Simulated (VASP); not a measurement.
Wanted: the native input for a VASP 6.6.1 run.

| Property | Result |
| --- | --- |
| Task | relaxation of cell and atoms |
| Functional | PBE |
| Potentials or basis | VASP PAW PBE potentials, release 64 (Ba_sv, Ti_sv, O) |
| Cutoff | 600 eV |
| k mesh | 7 × 7 × 7 |
| Occupations | fermi-dirac, width 0.05 eV |
| Spin | no spin polarisation |
| Target pressure | 5 GPa |
| Dipole correction | no |
| Further INCAR settings | ALGO = Normal; EDIFF = 1e-06; IBRION = 2; EDIFFG = -0.01; NSW = 60; ISIF = 3 |

The structure of BaTiO3 lies in POSCAR:

```
BaTiO3
1.0
    3.9998000000      0.0000000000      0.0000000000
    0.0000000000      3.9998000000      0.0000000000
    0.0000000000      0.0000000000      4.0180000000
Ba Ti O
1 1 3
Direct
    0.0000000000      0.0000000000      0.0000000000
    0.5000000000      0.5000000000      0.4900000000
    0.0000000000      0.5000000000      0.5170000000
    0.5000000000      0.0000000000      0.5170000000
    0.5000000000      0.5000000000      0.0190000000
```

The input as run:

INCAR

```
SYSTEM = BaTiO3
ALGO = Normal ; EDIFF = 1E-6
EDIFFG = -0.01 ; ENCUT = 600
GGA = PE ; IBRION = 2
ISIF = 3 ; ISMEAR = -1
LASPH = .True. ; LCHARG = .False.
LREAL = .False. ; LWAVE = .False.
NELM = 60 ; NSW = 60
PREC = Accurate ; PSTRESS = 50.0
SIGMA = 0.05
```

KPOINTS

```
k-points
0
Gamma
  7 7 7
  0 0 0
```

Potentials or basis: VASP PAW PBE potentials, release 64 (Ba_sv, Ti_sv, O).

Run with:

```console
$ cat potpaw_PBE.64/Ba_sv/POTCAR potpaw_PBE.64/Ti_sv/POTCAR potpaw_PBE.64/O/POTCAR > POTCAR
$ mpirun -np 1 vasp_std > vasp.out
```

It gave:

| Item | Value |
| --- | --- |
| Relaxed volume | 12.88 Å³/atom |
| Relaxed cell | a = 3.978 Å, b = 3.978 Å, c = 4.070 Å, α = 90.00°, β = 90.00°, γ = 90.00° |
| Space group after relaxing (to 0.1 Å) | P4mm (No. 99) |
| Energy change on relaxing (the run minimises the enthalpy) | -2.7 meV/atom |
| Ionic steps | 11 |
| Pressure after relaxing | 5.0 GPa |
| Largest force after relaxing | 0.005 eV/Å |
| Band gap on the k mesh | 1.91 eV (least direct gap 2.22 eV) |

Caveat: the cell is relaxed towards a set pressure, so the run minimises the enthalpy, not the energy; spin-orbit coupling is left out, which moves the levels of the heavy elements; an odd mesh through Γ misses points on the zone boundary, where band edges can lie.

Wall time 2.4 min on 1 thread of Intel(R) Xeon(R) 6975P-C (Granite Rapids) (shared host), peak memory 0.24 GiB.
